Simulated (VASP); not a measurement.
# Cl (P6_3/mmc) in VASP: further runs, part 2 of 2

VASP 6.6.1. Earlier steps stand in the parts before.

## (3) Single point, PBE

This run uses another cell than the first one: it holds 4 atoms, not 8.

INCAR reads:

```
ALGO     = Normal         # electronic algorithm
EDIFF    = 1E-6           # SCF threshold, eV
ENCUT    = 520            # plane-wave cutoff, eV
GGA      = PE             # functional
ISIF     = 2              # what is computed and relaxed
ISMEAR   = 0              # smearing method
LASPH    = T              # aspherical terms in the spheres
LCHARG   = T              # write CHGCAR
LELF     = T              # ELF
LREAL    = F              # projectors in reciprocal space
LVHAR    = T            
LWAVE    = F              # write WAVECAR
NBANDS   = 22             # bands
NELM     = 100            # most SCF steps
PREC     = Accurate       # precision mode
SIGMA    = 0.02           # smearing width, eV
```

KPOINTS reads:

```
k-points
0
Gamma
  9 9 4
```

POSCAR reads:

```
Cl
1.0
    4.4564513466      0.0000000000      0.0000000000
   -2.2282256733      3.8594000769      0.0000000000
    0.0000000000      0.0000000000      9.2365460316
Cl
4
Direct
    0.3333333333      0.6666666667      0.3588245827
    0.6666666667      0.3333333333      0.8588245827
    0.6666666667      0.3333333333      0.6411754173
    0.3333333333      0.6666666667      0.1411754173
```

Potentials or basis: VASP PAW PBE potentials, release 64 (Cl).

Command:

```sh
$ cat potpaw_PBE.64/Cl/POTCAR > POTCAR
$ mpirun -np 1 vasp_std > vasp.out
```

OUTCAR:

```text
EDIFF = 1E-6
   ENCUT = 520
   GGA = PE
   ISIF = 2
   ISMEAR = 0
   LASPH = T
   LREAL = F
   NELM = 100
   PREC = Accurate

 ion  position               nearest neighbor table
   1  0.333  0.667  0.359-   4 2.01
   2  0.667  0.333  0.859-   3 2.01
   3  0.667  0.333  0.641-   2 2.01
   4  0.333  0.667  0.141-   1 2.01

  LATTYP: Found a hexagonal cell.
 ALAT       =     4.4564513466
 C/A-ratio  =     2.0726235548

  Lattice vectors:

 A1 = (   4.4564513466,   0.0000000000,   0.0000000000)
 A2 = (  -2.2282256733,   3.8594000769,   0.0000000000)
 A3 = (   0.0000000000,   0.0000000000,   9.2365460316)

Analysis of symmetry for initial positions (statically):
=====================================================================
 Subroutine PRICEL returns:
 Original cell was already a primitive cell.

 Routine SETGRP: Setting up the symmetry group for a
 hexagonal supercell.

 Subroutine GETGRP returns: Found 24 space group operations
 (whereof 12 operations were pure point group operations)
 out of a pool of 24 trial point group operations.

The static configuration has the point symmetry D_3d.
 The point group associated with its full space group is D_6h.

Analysis of symmetry for dynamics (positions and initial velocities):
=====================================================================
 Subroutine PRICEL returns:
 Original cell was already a primitive cell.

 Routine SETGRP: Setting up the symmetry group for a
 hexagonal supercell.

 Subroutine GETGRP returns: Found 24 space group operations
 (whereof 12 operations were pure point group operations)
 out of a pool of 24 trial point group operations.

[... 118 lines left out ...]
   EMIN   =  10.00;   EMAX   =-10.00  energy-range for DOS
   EFERMI =   0.00;   METHOD = LEGACY
   ISMEAR =     0;   SIGMA  =   0.02  broadening in eV -4-tet -1-fermi 0-gaus
   EFERMI_NEDOS =   21; number of points for ismear=-14 and -15
   IALGO  =     38    algorithm
   IMIX   =      4    mixing-type and parameters
     AMIX     =   0.40;   BMIX     =  1.00
     AMIX_MAG =   1.60;   BMIX_MAG =  1.00
  volume/ion in A,a.u.               =      39.72       268.01
  Fermi-wavevector in a.u.,A,eV,Ry     =   0.917884  1.734550 11.463068  0.842512
  Thomas-Fermi vector in A             =   2.042904
   LORBIT       =      0    0 simple, 1 ext, 2 COOP (PROOUT), +10 PAW based schemes
   GGA     = PE    functional components
   LHFCALC =     F    Hartree Fock is set to
   AEXX    =    0.0000 exact exchange contribution
   IVDW    =     0    specifies the selected vdW correction
   LEPSILON=     F    determine dielectric tensor
   LRPA    =     F    only Hartree local field effects (RPA)
 non-spin polarized calculation
 Gauss-broadening in eV      SIGMA  =   0.02
  energy-cutoff  :      520.00
  volume of cell :      158.86
 maximum number of plane-waves:      4302
 NGX is ok and might be reduce to    36

 number of electron      28.0000001 magnetization

 Free energy of the ion-electron system (eV)
  ---------------------------------------------------
  ext. energy  EPLUGINS =         0.00000000
  ---------------------------------------------------
  free energy    TOTEN  =        -7.32951949 eV

  energy without entropy =       -7.32951949  energy(sigma->0) =       -7.32951949

 E-fermi :  -2.1846     XC(G=0):  -6.3896

 val. band max:       -2.3085816691   @ k =   0.4444   0.0000   0.0000
 cond. band min:      -0.2122161555   @ k =   0.0000   0.0000   0.0000
 fundamental gap:      2.0963655137
 Fermi energy:        -2.1846157128

 k-point     1 :       0.0000    0.0000    0.0000
  band No.  band energies     occupation
      1     -18.8364      2.00000
      2     -18.7424      2.00000
      3     -14.8751      2.00000
      4     -14.5385      2.00000
      5      -7.6845      2.00000
      6      -6.8834      2.00000
[... 589 lines left out ...]
     21       7.7646      0.00000
     22       8.0381      0.00000

 [... further k-points ...]

------------------------ aborting loop because EDIFF is reached ----------------------------------------

  FORCE on cell =-STRESS in cart. coord.  units (eV):
  Direction    XX          YY          ZZ          XY          YZ          ZX
  --------------------------------------------------------------------------------------
  -------------------------------------------------------------------------------------
  Total       -0.0401354     -0.0401354     -0.7715980      0.0000000      0.0000000      0.0000000
  in kB       -0.4047807     -0.4047807     -7.7818545      0.0000000      0.0000000      0.0000000
  external PRESSURE =      -2.8638053 kB  Pullay stress =       0.0000000 kB

 VOLUME and BASIS-vectors are now :
 -----------------------------------------------------------------------------
  energy-cutoff  :      520.00
  volume of cell :      158.86
      direct lattice vectors                 reciprocal lattice vectors
     4.456451347  0.000000000  0.000000000     0.224393788  0.129553814  0.000000000
    -2.228225673  3.859400077  0.000000000     0.000000000  0.259107628  0.000000000
     0.000000000  0.000000000  9.236546032     0.000000000  0.000000000  0.108265579

 POSITION                                       TOTAL-FORCE (eV/Angst)
 -----------------------------------------------------------------------------------
     -0.00000      2.57293      3.31430         0.000000      0.000000     -0.184633
      2.22823      1.28647      7.93257        -0.000000      0.000000     -0.184633
      2.22823      1.28647      5.92225        -0.000000      0.000000      0.184633
     -0.00000      2.57293      1.30397         0.000000      0.000000      0.184633
 -----------------------------------------------------------------------------------
    total drift:                               -0.000000      0.000000     -0.000000

  FREE ENERGIE OF THE ION-ELECTRON SYSTEM (eV)
  ---------------------------------------------------
  free  energy   TOTEN  =        -7.3295194946 eV

  energy  without entropy=       -7.3295194946  energy(sigma->0) =       -7.32951949
```

It took 46 s on 1 thread of Intel Xeon 6975P-C (Granite Rapids), shared host; peak memory 0.31 GiB.

Results:

```yaml
Free_energy: -7.3295 eV
Pressure: -0.3 GPa
Largest_force: 0.185 eV/Å
Band_gap_on_the_k_mesh: 2.10 eV (least direct gap 2.12 eV)
```

Forces on the atoms (eV/Å):
```
Cl   0.000  0.000 -0.185
Cl   0.000  0.000 -0.185
Cl   0.000  0.000  0.185
Cl   0.000  0.000  0.185
```

Stress tensor (GPa, compression positive):
```
-0.04  0.00  0.00
 0.00 -0.04  0.00
 0.00  0.00 -0.78
```

Levels at points of the mesh, in eV from the valence-band top:
```tsv
k point	band 10	band 11	band 12	band 13	band 14	band 15	band 16	band 17	band 18	band 19
(0.00, 0.00, 0.00)	-2.65	-0.36	-0.36	-0.02	-0.02	2.10	3.13	5.92	6.22	8.54
(0.00, 0.00, 0.50)	-2.73	-0.19	-0.19	-0.19	-0.19	2.59	2.59	6.27	6.27	8.85
```

Caveat: this functional lacks dispersion, which holds the molecules together, so the pressure and a relaxed volume are unreliable; an odd mesh through Γ misses points on the zone boundary, where band edges can lie.

## (4) Single point, PBE

This run uses another cell than the first one: it holds 4 atoms, not 8.

INCAR reads:

```
  ALGO = Normal
  EDIFF = 1E-6
  ENCUT = 520
  GGA = PE
  ISIF = 2
  ISMEAR = 0
  LASPH = T
  LCHARG = F
  LREAL = F
  LWAVE = F
  NBANDS = 22
  NELM = 80
  PREC = Accurate
  SIGMA = 0.1
```

KPOINTS reads:

```
k-points
0
Gamma
  15 15 6
```

POSCAR reads:

```
Cl
1.0
    3.7768952847      0.0000000000      0.0000000000
   -1.8884476424      3.2708872640      0.0000000000
    0.0000000000      0.0000000000      7.5279071540
Cl
4
Direct
    0.0000000000      0.0000000000      0.0000000000
    0.0000000000      0.0000000000      0.5000000000
    0.3333333333      0.6666666667      0.7500000000
    0.6666666667      0.3333333333      0.2500000000
```

Command:

```sh
$ cat potpaw_PBE.64/Cl/POTCAR > POTCAR
$ mpirun -np 1 vasp_std > vasp.out
```

Wall time 64 s (1 thread of Intel Xeon 6975P-C (Granite Rapids), shared host); peak memory 0.28 GiB.

The run converged. Its results:

- Free energy: -4.4884 eV
- Pressure: -0.1 GPa
- Band gap on the k mesh: zero (bands 14 and 15 overlap by 0.80 eV)

Levels at points of the mesh, in eV from the Fermi level:
| k point | band 11 | band 12 | band 13 | band 14 | band 15 | band 16 | band 17 | band 18 |
| --- | --- | --- | --- | --- | --- | --- | --- | --- |
| (0.00, 0.00, 0.00) | -1.53 | -1.35 | -1.35 | -0.27 | -0.27 | 0.49 | 7.73 | 8.32 |
| (0.00, 0.00, 0.50) | -0.65 | -0.65 | -0.65 | -0.65 | -0.43 | -0.43 | 8.83 | 8.83 |

## (5) Overview

| task | cell | k mesh | cutoff (eV) | smearing | gap on the mesh (eV) | pressure (GPa) |
| --- | --- | --- | --- | --- | --- | --- |
| relaxation of cell and atoms | relaxed from a = 4.398, b = 4.398, c = 18.236 Å, angles 90.0, 90.0, 120.0°, 8 atoms, atomic positions A | 9 × 9 × 2 | 600 | gaussian 0.02 eV | 2.15 | 0.0 |
| single point | a = 4.456, b = 4.456, c = 9.237 Å, angles 90.0, 90.0, 120.0°, 4 atoms, atomic positions B | 9 × 9 × 4 | 520 | gaussian 0.02 eV | 2.10 | -0.3 |
| single point | a = 3.777, b = 3.777, c = 7.528 Å, angles 90.0, 90.0, 120.0°, 4 atoms, atomic positions C | 15 × 15 × 6 | 520 | gaussian 0.1 eV | none | -0.1 |

Alike in all rows: level PBE; potentials or basis VASP PAW PBE potentials, release 64 (Cl); no spin polarisation.

Caveats: this functional lacks dispersion, which holds the molecules together, so the pressure and a relaxed volume are unreliable (at least some runs); an odd mesh through Γ misses points on the zone boundary, where band edges can lie (at least some runs).

Total energies depend on the potentials used, so only differences within one code and one set of settings carry meaning.
